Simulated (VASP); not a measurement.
# ZnH3: single point with PBE

Crystal: ZnH3.

```xyz
4
Lattice="2.9370 0.0000 0.0000 0.0000 2.9370 0.0000 0.0000 0.0000 2.9370" Properties=species:S:1:pos:R:3 pbc="T T T"
Zn    0.0000    0.0000    0.0000
H     0.0000    1.4685    1.4685
H     1.4685    0.0000    1.4685
H     1.4685    1.4685    0.0000
```

```yaml
Program: VASP 6.6.1
Task: single point
Functional: PBE
Potentials_or_basis: VASP PAW PBE potentials, release 64 (Zn, H)
Cutoff: 520 eV
k_mesh: 16 × 16 × 16
Occupations: gaussian, width 0.1 eV
Spin: no spin polarisation
```

- Pressure: -0.1 GPa
- Band gap on the k mesh: zero (an odd number of electrons rules out a gap without spin polarisation)

Levels at points of the mesh, in eV from the Fermi level:
| k point | band 4 | band 5 | band 6 | band 7 | band 8 | band 9 | band 10 | band 11 |
| --- | --- | --- | --- | --- | --- | --- | --- | --- |
| (0.00, 0.00, 0.00) | -7.00 | -7.00 | -7.00 | 2.07 | 2.07 | 6.89 | 6.89 | 6.89 |
| (0.50, 0.00, 0.00) | -7.23 | -7.23 | -6.99 | -5.87 | 2.36 | 7.83 | 10.57 | 10.57 |
| (0.50, 0.50, 0.00) | -7.19 | -6.83 | -4.76 | -4.76 | -1.98 | -0.88 | 10.75 | 10.75 |
| (0.50, 0.50, 0.50) | -6.82 | -6.82 | -0.71 | -0.71 | -0.71 | 2.08 | 2.08 | 2.08 |

It took 27 s on 1 thread of Intel(R) Xeon(R) Platinum 8488C (Sapphire Rapids), with other jobs on the host, peak memory 0.18 GiB.
